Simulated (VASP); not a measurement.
Write the native input for VASP 6.6.1 that does the following.

```
Task                   : single point
Functional             : PBE
Potentials or basis    : VASP PAW PBE potentials, release 64 (Cd, S)
Cutoff                 : 520 eV
k mesh                 : 6 × 6 × 6
Occupations            : gaussian, width 0.1 eV
Spin                   : no spin polarisation
Dipole correction      : no
Further INCAR settings : ALGO = Normal; EDIFF = 1e-07; NBANDS = 55
```

The structure of Cd7S lies in POSCAR:

```
Cd7S
1.0
    0.0000000000      4.4547406685      4.4547406685
    4.4547406685      0.0000000000      4.4547406685
    4.4547406685      4.4547406685      0.0000000000
Cd S
7 1
Direct
    0.0000000000      0.5000000000      0.5000000000
    0.5000000000      0.5000000000      0.0000000000
    0.5000000000      0.0000000000      0.5000000000
    0.5000000000      0.0000000000      0.0000000000
    0.0000000000      0.5000000000      0.0000000000
    0.5000000000      0.5000000000      0.5000000000
    0.0000000000      0.0000000000      0.5000000000
    0.0000000000      0.0000000000      0.0000000000
```

These files were run (other wordings do the same):

INCAR

```
PREC = Accurate ; ENCUT = 520
EDIFF = 1E-7 ; ISMEAR = 0
SIGMA = 0.1 ; LREAL = F
LASPH = T ; NELM = 60
ALGO = Normal ; ISIF = 2
LWAVE = F ; LCHARG = F
GGA = PE ; NBANDS = 55
```

KPOINTS

```
regular mesh
0
Gamma
  6 6 6
```

Potentials or basis: VASP PAW PBE potentials, release 64 (Cd, S).

Launch:

```sh
$ cat potpaw_PBE.64/Cd/POTCAR potpaw_PBE.64/S/POTCAR > POTCAR
$ mpirun -np 1 vasp_std > vasp.out
```

Results of the run:

The pressure is 0.3 GPa and the band gap on the k mesh is zero (band 45 reaches 3.09 eV, above the bottom of band 46 at 1.62 eV).

It took 100 s on 1 thread of Intel(R) Xeon(R) 6975P-C (Granite Rapids), with other jobs on the host, peak memory 0.37 GiB.
